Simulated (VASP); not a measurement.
# Ti2SnTe2 (I4/mmm) in VASP: single point with PBE

Aim: the single point of Ti2SnTe2 with PBE.

All numbers are computed with VASP 6.6.1; they aren't measurements. Logs are shortened: lines on timing, memory, paths and dates and some standing lists are left out, and cuts for length are marked.

## Step 1: The cell of the first run

Symmetry: I4/mmm, No. 139, tetragonal system. The conventional cell has a = 3.576 Å, b = 3.576 Å, c = 17.778 Å, α = 90.00°, β = 90.00°, γ = 90.00°. Ti (site symmetry 4mm) has 4 Te at 2.89 Å and 4 Sn at 3.03 Å and 5 Ti at 3.34 to 3.58 Å within 3.8 Å. Within 4.0 Å of Sn (site symmetry 4/mmm) lie 8 Ti at 3.03 Å and 2 Te at 3.08 Å and 4 Sn at 3.58 Å. Within 3.8 Å of Te (site symmetry 4mm) lie 4 Ti at 2.89 Å and 1 Sn at 3.08 Å and 8 Te at 3.58 to 3.73 Å.

## Step 2: Single point, PBE, collinear spin

Input file INCAR:

```
PREC = Accurate ; ENCUT = 500
EDIFF = 1E-6 ; ISMEAR = 0
SIGMA = 0.1 ; LREAL = F
LASPH = T ; NELM = 200
ALGO = Normal ; ISIF = 2
LWAVE = F ; LCHARG = F
ISPIN = 2 ; MAGMOM = 1 1 0 0 0
LORBIT = 11 ; LMAXMIX = 4
GGA = PE ; NBANDS = 37
GGA_COMPAT = F
```

Input file KPOINTS:

```
regular mesh
0
Gamma
  6 6 6
```

Input file POSCAR:

```
Ti2SnTe2
1.0
   -1.7878499942      1.7878499942      8.8887912038
    1.7878499942     -1.7878499942      8.8887912038
    1.7878499942      1.7878499942     -8.8887912038
Ti Sn Te
2 1 2
Direct
    0.5939252277      0.5939252277      0.0000000000
    0.4060747723      0.4060747723      0.0000000000
    0.0000000000      0.0000000000      0.0000000000
    0.1730606777      0.1730606777      0.0000000000
    0.8269393223      0.8269393223      0.0000000000
```

Potentials or basis: VASP PAW PBE potentials, release 64 (Ti_sv, Sn_d, Te).

Run with:

```bash
$ cat potpaw_PBE.64/Ti_sv/POTCAR potpaw_PBE.64/Sn_d/POTCAR potpaw_PBE.64/Te/POTCAR > POTCAR
$ mpirun -np 1 vasp_std > vasp.out
```

OUTCAR:

```text
PREC = Accurate
   ENCUT = 500
   EDIFF = 1E-6
   ISMEAR = 0
   LREAL = F
   LASPH = T
   NELM = 200
   ISIF = 2
   ISPIN = 2
   LORBIT = 11
   GGA = PE

 ion  position               nearest neighbor table
   1  0.594  0.594  0.000-   4 2.89   4 2.89   4 2.89   4 2.89   3 3.03   3 3.03   3 3.03   3 3.03

   2  0.406  0.406  0.000-   5 2.89   5 2.89   5 2.89   5 2.89   3 3.03   3 3.03   3 3.03   3 3.03

   3  0.000  0.000  0.000-   1 3.03   2 3.03   1 3.03   2 3.03   1 3.03   2 3.03   2 3.03   1 3.03
                             4 3.08   5 3.08
   4  0.173  0.173  0.000-   1 2.89   1 2.89   1 2.89   1 2.89   3 3.08
   5  0.827  0.827  0.000-   2 2.89   2 2.89   2 2.89   2 2.89   3 3.08

  LATTYP: Found a body centered tetragonal cell.
 ALAT       =     3.5756999884
 C/A-ratio  =     4.9717768452

  Lattice vectors:

 A1 = (  -1.7878499942,   1.7878499942,   8.8887912038)
 A2 = (   1.7878499942,  -1.7878499942,   8.8887912038)
 A3 = (   1.7878499942,   1.7878499942,  -8.8887912038)

Analysis of symmetry for initial positions (statically):
=====================================================================
 Subroutine PRICEL returns:
 Original cell was already a primitive cell.

 Routine SETGRP: Setting up the symmetry group for a
 body centered tetragonal supercell.

 Subroutine GETGRP returns: Found 16 space group operations
 (whereof 16 operations were pure point group operations)
 out of a pool of 16 trial point group operations.

The static configuration has the point symmetry D_4h.

Analysis of symmetry for dynamics (positions and initial velocities):
=====================================================================
 Subroutine PRICEL returns:
 Original cell was already a primitive cell.

 Routine SETGRP: Setting up the symmetry group for a
 body centered tetragonal supercell.

 Subroutine GETGRP returns: Found 16 space group operations
 (whereof 16 operations were pure point group operations)
 out of a pool of 16 trial point group operations.

The dynamic configuration has the point symmetry D_4h.

Analysis of structural, dynamic, and magnetic symmetry:
=====================================================================
 Subroutine PRICEL returns:
 Original cell was already a primitive cell.

 Routine SETGRP: Setting up the symmetry group for a
 body centered tetragonal supercell.

 Subroutine GETGRP returns: Found 16 space group operations
 (whereof 16 operations were pure point group operations)
 out of a pool of 16 trial point group operations.

The overall configuration has the point symmetry D_4h.

 Subroutine INISYM returns: Found 16 space group operations
[... 131 lines left out ...]
   IVDW    =     0    specifies the selected vdW correction
   LEPSILON=     F    determine dielectric tensor
   LRPA    =     F    only Hartree local field effects (RPA)
 spin polarized calculation
 Gauss-broadening in eV      SIGMA  =   0.10
  energy-cutoff  :      500.00
  volume of cell :      113.65
 maximum number of plane-waves:      2924
 NGX is ok and might be reduce to    70
   NGX = 33   NGY = 33   NGZ = 33

 number of electron      50.0000002 magnetization       0.0006903

 Free energy of the ion-electron system (eV)
  ---------------------------------------------------
  ext. energy  EPLUGINS =         0.00000000
  ---------------------------------------------------
  free energy    TOTEN  =       -27.42790891 eV

  energy without entropy =      -27.41222937  energy(sigma->0) =      -27.42006914

 E-fermi :   8.8803     XC(G=0): -10.7094

 val. band max:        8.8687851220   @ k =  -0.3333  -0.3333   0.1667
 cond. band min:       8.9090218780   @ k =   0.5000   0.5000   0.3333
 fundamental gap:      0.0402367560
 Fermi energy:         8.8803331991

 spin component 1

 k-point     1 :       0.0000    0.0000    0.0000
  band No.  band energies     occupation
      1     -48.3960      1.00000
      2     -48.3924      1.00000
      3     -24.6717      1.00000
      4     -24.6651      1.00000
      5     -24.6651      1.00000
      6     -24.6611      1.00000
[... 949 lines left out ...]
     36      13.7183      0.00000
     37      14.9444      0.00000

 [... further k-points ...]

 spin component 2

 k-point     1 :       0.0000    0.0000    0.0000
  band No.  band energies     occupation
      1     -48.3959      1.00000
      2     -48.3923      1.00000
      3     -24.6716      1.00000
      4     -24.6649      1.00000
      5     -24.6649      1.00000
      6     -24.6610      1.00000
[... 949 lines left out ...]
     36      13.7184      0.00000
     37      14.9445      0.00000

 [... further k-points ...]
[... 5 lines left out ...]
  --------------------------------------------------------------------------------------
  -------------------------------------------------------------------------------------
  Total        0.0158724      0.0158724     -0.3443021      0.0000000      0.0000000      0.0000000
  in kB        0.2237626      0.2237626     -4.8538388      0.0000000      0.0000000      0.0000000
  external PRESSURE =      -1.4687712 kB  Pullay stress =       0.0000000 kB

 VOLUME and BASIS-vectors are now :
 -----------------------------------------------------------------------------
  energy-cutoff  :      500.00
  volume of cell :      113.65
      direct lattice vectors                 reciprocal lattice vectors
    -1.787849994  1.787849994  8.888791204     0.000000000  0.279665521  0.056250618
     1.787849994 -1.787849994  8.888791204     0.279665521  0.000000000  0.056250618
     1.787849994  1.787849994 -8.888791204     0.279665521  0.279665521  0.000000000

 POSITION                                       TOTAL-FORCE (eV/Angst)
 -----------------------------------------------------------------------------------
      0.00000      0.00000     10.55855        -0.000000     -0.000000      0.008842
      0.00000      0.00000      7.21903        -0.000000     -0.000000     -0.008842
      0.00000      0.00000      0.00000        -0.000000     -0.000000      0.000000
      0.00000      0.00000      3.07660         0.000000      0.000000     -0.043857
      0.00000      0.00000     14.70098        -0.000000     -0.000000      0.043857
 -----------------------------------------------------------------------------------
    total drift:                               -0.000000     -0.000000      0.000000

  FREE ENERGIE OF THE ION-ELECTRON SYSTEM (eV)
  ---------------------------------------------------
  free  energy   TOTEN  =       -27.4279089057 eV

  energy  without entropy=      -27.4122293704  energy(sigma->0) =      -27.42006914

 total charge

# of ion       s       p       d       tot
------------------------------------------
    1        2.145   6.069   1.946  10.160
    2        2.145   6.069   1.946  10.160
    3        1.192   1.159  10.004  12.355
    4        1.390   1.959   0.056   3.405
    5        1.390   1.959   0.056   3.405
--------------------------------------------------
tot          8.263  17.214  14.009  39.486

 magnetization (x)

# of ion       s       p       d       tot
------------------------------------------
    1        0.000   0.000   0.000   0.000
    2        0.000   0.000   0.000   0.000
    3       -0.000  -0.000   0.000  -0.000
    4       -0.000  -0.000   0.000  -0.000
    5       -0.000  -0.000   0.000  -0.000
--------------------------------------------------
tot          0.000  -0.000   0.000   0.000
```

stdout:

```text
POSCAR found type information on POSCAR TiSnTe
 POSCAR found :  3 types and       5 ions
 scaLAPACK will be used
 LDA part: xc-table for (Slater+PW92), standard interpolation
 POSCAR, INCAR and KPOINTS ok, starting setup
 FFT: planning ... GRIDC
 FFT: planning ... GRID_SOFT
 FFT: planning ... GRID
 WAVECAR not read
 entering main loop
```

Wall time 38 min (1 thread of Intel Xeon 8259CL, shared host); peak memory 1 GiB.

What came out:

```yaml
Free_energy: -27.4279 eV
Pressure: -0.1 GPa
Largest_force: 0.044 eV/Å
Band_gap_on_the_k_mesh: zero (filled and empty bands overlap)
Net_moment: 0.00 μB per cell
Valence_electrons_inside_the_program's_atomic_spheres: Ti 10.16; Sn 12.36; Te 3.40
```

Forces in eV/Å, atoms in the order of the input:
```
Ti   0.000  0.000  0.009
Ti   0.000  0.000 -0.009
Sn   0.000  0.000  0.000
Te   0.000  0.000 -0.044
Te   0.000  0.000  0.044
```

Caveat: spin-orbit coupling is left out, which moves the levels of the heavy elements.
